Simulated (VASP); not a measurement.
# PbO (P4/nmm) in VASP: single point with PBE

Aim: the single point of PbO with PBE.

All numbers are computed with VASP 6.6.1; they aren't measurements. Logs are shortened: lines on timing, memory, paths and dates and some standing lists are left out, and cuts for length are marked.

## (1) The cell of the first run

Symmetry: P4/nmm, No. 129, tetragonal system. The conventional cell has a = 4.034 Å, b = 4.034 Å, c = 4.993 Å, α = 90.00°, β = 90.00°, γ = 90.00°. Within 3.1 Å of Pb (site symmetry 4mm) lie 4 O at 2.34 Å. Within 3.1 Å of O (site symmetry -4m2) lie 4 Pb at 2.34 Å and 4 O at 2.85 Å.

## (2) Single point, PBE

Input file INCAR:

```
PREC = Accurate
ENCUT = 600
EDIFF = 1E-6
ISMEAR = 0
SIGMA = 0.01
LREAL = F
LASPH = T
NELM = 120
ALGO = Normal
ISIF = 2
LWAVE = F
LCHARG = F
GGA = PE
NBANDS = 28
GGA_COMPAT = F
```

Input file KPOINTS:

```
Automatic mesh
0
Gamma
  4 4 4
```

Input file POSCAR:

```
PbO
1.0
    4.0342401383      0.0000000000      0.0000000000
    0.0000000000      4.0342401383      0.0000000000
    0.0000000000      0.0000000000      4.9932604417
Pb O
2 2
Direct
    0.0000000000      0.5000000000      0.2377563897
    0.5000000000      0.0000000000      0.7622436103
    0.0000000000      0.0000000000      0.0000000000
    0.5000000000      0.5000000000      0.0000000000
```

Potentials or basis: VASP PAW PBE potentials, release 64 (Pb_d, O).

On the command line:

```console
$ cat potpaw_PBE.64/Pb_d/POTCAR potpaw_PBE.64/O/POTCAR > POTCAR
$ mpirun -np 1 vasp_std > vasp.out
```

OUTCAR:

```text
PREC = Accurate
   ENCUT = 600
   EDIFF = 1E-6
   ISMEAR = 0
   LREAL = F
   LASPH = T
   NELM = 120
   ISIF = 2
   GGA = PE

 ion  position               nearest neighbor table
   1  0.000  0.500  0.238-   3 2.34   4 2.34   3 2.34   4 2.34   2 3.71   2 3.71   2 3.71   2 3.71
                             2 3.87   2 3.87   2 3.87   2 3.87
   2  0.500  0.000  0.762-   3 2.34   4 2.34   4 2.34   3 2.34   1 3.71   1 3.71   1 3.71   1 3.71
                             1 3.87   1 3.87   1 3.87   1 3.87
   3  0.000  0.000  0.000-   1 2.34   2 2.34   1 2.34   2 2.34
   4  0.500  0.500  0.000-   1 2.34   2 2.34   2 2.34   1 2.34

  LATTYP: Found a simple tetragonal cell.
 ALAT       =     4.0342401383
 C/A-ratio  =     1.2377201829

  Lattice vectors:

 A1 = (   4.0342401383,   0.0000000000,   0.0000000000)
 A2 = (   0.0000000000,   4.0342401383,   0.0000000000)
 A3 = (   0.0000000000,   0.0000000000,   4.9932604417)

Analysis of symmetry for initial positions (statically):
=====================================================================
 Subroutine PRICEL returns:
 Original cell was already a primitive cell.

 Routine SETGRP: Setting up the symmetry group for a
 simple tetragonal supercell.

 Subroutine GETGRP returns: Found 16 space group operations
 (whereof  8 operations were pure point group operations)
 out of a pool of 16 trial point group operations.

The static configuration has the point symmetry D_2d.
 The point group associated with its full space group is D_4h.

Analysis of symmetry for dynamics (positions and initial velocities):
=====================================================================
 Subroutine PRICEL returns:
 Original cell was already a primitive cell.

 Routine SETGRP: Setting up the symmetry group for a
 simple tetragonal supercell.

 Subroutine GETGRP returns: Found 16 space group operations
 (whereof  8 operations were pure point group operations)
 out of a pool of 16 trial point group operations.

The dynamic configuration has the point symmetry D_2d.
 The point group associated with its full space group is D_4h.

 Subroutine INISYM returns: Found 16 space group operations
 (whereof  8 operations are pure point group operations),
 and found     1 'primitive' translations

----------------------------------------------------------------------------------------

                                     Primitive cell

  volume of cell :      81.2658

  direct lattice vectors                    reciprocal lattice vectors
     4.034240138  0.000000000  0.000000000     0.247878154  0.000000000  0.000000000
     0.000000000  4.034240138  0.000000000     0.000000000  0.247878154  0.000000000
     0.000000000  0.000000000  4.993260442     0.000000000  0.000000000  0.200269946

  length of vectors
     4.034240138  4.034240138  4.993260442     0.247878154  0.247878154  0.200269946

  position of ions in fractional coordinates (direct lattice)
     0.000000000  0.500000000  0.237756390
     0.500000000  0.000000000  0.762243610
     0.000000000  0.000000000  0.000000000
     0.500000000  0.500000000  0.000000000

  ion indices of the primitive-cell ions
   primitive index   ion index
                 1           1
                 2           2
                 3           3
                 4           4

----------------------------------------------------------------------------------------

 KPOINTS: Automatic mesh

Automatic generation of k-mesh.
 Grid dimensions read from file:
 generate k-points for:    4    4    4

 Generating k-lattice:

  Cartesian coordinates                     Fractional coordinates (reciprocal lattice)
     0.061969539  0.000000000  0.000000000     0.250000000  0.000000000  0.000000000
     0.000000000  0.061969539  0.000000000     0.000000000  0.250000000  0.000000000
     0.000000000  0.000000000  0.050067487     0.000000000  0.000000000  0.250000000

  Length of vectors
     0.061969539  0.061969539  0.050067487

  Shift w.r.t. Gamma in fractional coordinates (k-lattice)
     0.000000000  0.000000000  0.000000000

 Subroutine IBZKPT returns following result:
 ===========================================

 Found     18 irreducible k-points:

 Following reciprocal coordinates:
            Coordinates               Weight
  0.000000  0.000000  0.000000      1.000000
  0.250000  0.000000  0.000000      4.000000
  0.500000  0.000000  0.000000      2.000000
  0.250000  0.250000  0.000000      4.000000
  0.500000  0.250000  0.000000      4.000000
  0.500000  0.500000  0.000000      1.000000
[... 10 lines left out ...]
  0.500000  0.250000  0.500000      4.000000
  0.500000  0.500000  0.500000      1.000000
   k-points           NKPTS =     18   k-points in BZ     NKDIM =     18   number of bands    NBANDS=     28
   number of dos      NEDOS =    301   number of ions     NIONS =      4
   total plane-waves  NPLWV =  40960
   dimension x,y,z NGX =    32 NGY =   32 NGZ =   40
   dimension x,y,z NGXF=    64 NGYF=   64 NGZF=   80
   ions per type =               2   2
   NGX,Y,Z   is equivalent  to a cutoff of  13.19, 13.19, 13.32 a.u.
   NGXF,Y,Z  is equivalent  to a cutoff of  26.37, 26.37, 26.64 a.u.
 SYSTEM =  unknown system
   PREC   = accura    normal or accurate (medium, high low for compatibility)
   ISTART =      0    job   : 0-new  1-cont  2-samecut
   ICHARG =      2    charge: 1-file 2-atom 10-const
   ISPIN  =      1    spin polarized calculation?
   LNONCOLLINEAR =      F non collinear calculations
   LSORBIT =      F    spin-orbit coupling
   LASPH  =      T    aspherical Exc in radial PAW
   ENCUT  =  600.0 eV  44.10 Ry    6.64 a.u.   8.06  8.06  9.97*2*pi/ulx,y,z
   NELM   =    120;   NELMIN=  2; NELMDL= -5     # of ELM steps
   EDIFF  = 0.1E-05   stopping-criterion for ELM
   LREAL  =      F    real-space projection
   EDIFFG = 0.1E-04   stopping-criterion for IOM
   NSW    =      0    number of steps for IOM
   IBRION =     -1    ionic relax: 0-MD 1-quasi-New 2-CG
   NFREE  =      0    steps in history (QN), initial steepest desc. (CG)
   ISIF   =      2    stress and relaxation
   ISYM   =      2    0-nonsym 1-usesym 2-fastsym
   POTIM  = 0.5000    time-step for ionic-motion
   TEBEG  =    0.0;   TEEND  =   0.0 temperature during run
   PSTRESS=    0.0 pullay stress
   NELECT =      40.0000    total number of electrons
   NUPDOWN=      -1.0000    fix difference up-down
   EMIN   =  10.00;   EMAX   =-10.00  energy-range for DOS
   EFERMI =   0.00;   METHOD = LEGACY
   ISMEAR =     0;   SIGMA  =   0.01  broadening in eV -4-tet -1-fermi 0-gaus
   EFERMI_NEDOS =   21; number of points for ismear=-14 and -15
   IALGO  =     38    algorithm
   IMIX   =      4    mixing-type and parameters
     AMIX     =   0.40;   BMIX     =  1.00
     AMIX_MAG =   1.60;   BMIX_MAG =  1.00
  volume/ion in A,a.u.               =      20.32       137.10
  Fermi-wavevector in a.u.,A,eV,Ry     =   1.292584  2.442630 22.732268  1.670775
  Thomas-Fermi vector in A             =   2.424283
   LORBIT       =      0    0 simple, 1 ext, 2 COOP (PROOUT), +10 PAW based schemes
   GGA     = PE    functional components
   LHFCALC =     F    Hartree Fock is set to
   AEXX    =    0.0000 exact exchange contribution
   IVDW    =     0    specifies the selected vdW correction
   LEPSILON=     F    determine dielectric tensor
   LRPA    =     F    only Hartree local field effects (RPA)
 non-spin polarized calculation
 Gauss-broadening in eV      SIGMA  =   0.01
  energy-cutoff  :      600.00
  volume of cell :       81.27
 maximum number of plane-waves:      2752
   NGX = 17   NGY = 17   NGZ = 19

 number of electron      40.0000013 magnetization

 Free energy of the ion-electron system (eV)
  ---------------------------------------------------
  ext. energy  EPLUGINS =         0.00000000
  ---------------------------------------------------
  free energy    TOTEN  =       -21.46382624 eV

  energy without entropy =      -21.46382624  energy(sigma->0) =      -21.46382624

 E-fermi :   4.8945     XC(G=0):  -9.7284

 val. band max:        4.8060870178   @ k =   0.0000   0.0000   0.0000
 cond. band min:       6.0944492858   @ k =   0.5000   0.5000   0.0000
 fundamental gap:      1.2883622680
 Fermi energy:         4.8944795762

 k-point     1 :       0.0000    0.0000    0.0000
  band No.  band energies     occupation
      1     -13.2494      2.00000
      2     -12.8115      2.00000
      3     -11.1135      2.00000
      4     -11.1135      2.00000
      5     -11.0624      2.00000
      6     -11.0252      2.00000
[... 20 lines left out ...]
     27      12.3653      0.00000
     28      12.9196      0.00000

 k-point     2 :       0.2500    0.0000    0.0000
  band No.  band energies     occupation
      1     -13.1436      2.00000
      2     -12.8445      2.00000
      3     -11.0868      2.00000
      4     -11.0801      2.00000
      5     -11.0234      2.00000
      6     -10.9979      2.00000
[... 20 lines left out ...]
     27      12.8114      0.00000
     28      15.5702      0.00000

 k-point     3 :       0.5000    0.0000    0.0000
  band No.  band energies     occupation
      1     -12.9619      2.00000
      2     -12.9619      2.00000
      3     -11.0284      2.00000
      4     -11.0284      2.00000
      5     -11.0178      2.00000
      6     -11.0178      2.00000
[... 20 lines left out ...]
     27      13.9757      0.00000
     28      13.9757      0.00000

 k-point     4 :       0.2500    0.2500    0.0000
  band No.  band energies     occupation
      1     -13.0693      2.00000
      2     -12.8663      2.00000
      3     -11.0762      2.00000
      4     -11.0287      2.00000
      5     -10.9909      2.00000
      6     -10.9908      2.00000
[... 392 lines left out ...]
     27      15.5372      0.00000
     28      16.0022      0.00000

 k-point    17 :       0.5000    0.2500    0.5000
  band No.  band energies     occupation
      1     -12.9515      2.00000
      2     -12.9515      2.00000
      3     -11.0434      2.00000
      4     -11.0434      2.00000
      5     -10.9790      2.00000
      6     -10.9790      2.00000
[... 20 lines left out ...]
     27      15.8310      0.00000
     28      15.8310      0.00000

 k-point    18 :       0.5000    0.5000    0.5000
  band No.  band energies     occupation
      1     -12.9357      2.00000
      2     -12.9357      2.00000
      3     -10.9873      2.00000
      4     -10.9873      2.00000
      5     -10.9648      2.00000
      6     -10.9648      2.00000
[... 20 lines left out ...]
     27      16.0978      0.00000
     28      16.0978      0.00000

------------------------ aborting loop because EDIFF is reached ----------------------------------------

  FORCE on cell =-STRESS in cart. coord.  units (eV):
  Direction    XX          YY          ZZ          XY          YZ          ZX
  --------------------------------------------------------------------------------------
  -------------------------------------------------------------------------------------
  Total        0.9675453      0.9675453      0.9564370      0.0000000      0.0000000      0.0000000
  in kB       19.0754227     19.0754227     18.8564195      0.0000000      0.0000000      0.0000000
  external PRESSURE =      19.0024216 kB  Pullay stress =       0.0000000 kB

 VOLUME and BASIS-vectors are now :
 -----------------------------------------------------------------------------
  energy-cutoff  :      600.00
  volume of cell :       81.27
      direct lattice vectors                 reciprocal lattice vectors
     4.034240138  0.000000000  0.000000000     0.247878154  0.000000000  0.000000000
     0.000000000  4.034240138  0.000000000     0.000000000  0.247878154  0.000000000
     0.000000000  0.000000000  4.993260442     0.000000000  0.000000000  0.200269946

 POSITION                                       TOTAL-FORCE (eV/Angst)
 -----------------------------------------------------------------------------------
      0.00000      2.01712      1.18718         0.000000      0.000000      0.018736
      2.01712      0.00000      3.80608         0.000000      0.000000     -0.018736
      0.00000      0.00000      0.00000         0.000000      0.000000      0.000000
      2.01712      2.01712      0.00000         0.000000     -0.000000      0.000000
 -----------------------------------------------------------------------------------
    total drift:                                0.000000     -0.000000      0.000000

  FREE ENERGIE OF THE ION-ELECTRON SYSTEM (eV)
  ---------------------------------------------------
  free  energy   TOTEN  =       -21.4638262431 eV

  energy  without entropy=      -21.4638262431  energy(sigma->0) =      -21.46382624
```

It took 75 s on 1 thread of Intel Xeon 8259CL, shared host; peak memory 0.21 GiB.

Results:

| Item | Value |
| --- | --- |
| Free energy | -21.4638 eV |
| Pressure | 1.9 GPa |
| Largest force | 0.019 eV/Å |
| Band gap on the k mesh | 1.29 eV (least direct gap 2.18 eV) |

Forces in eV/Å, atoms in the order of the input:
```
Pb   0.000  0.000  0.019
Pb   0.000  0.000 -0.019
O    0.000  0.000  0.000
O    0.000  0.000  0.000
```

Caveat: spin-orbit coupling is left out, which moves the levels of the heavy elements.
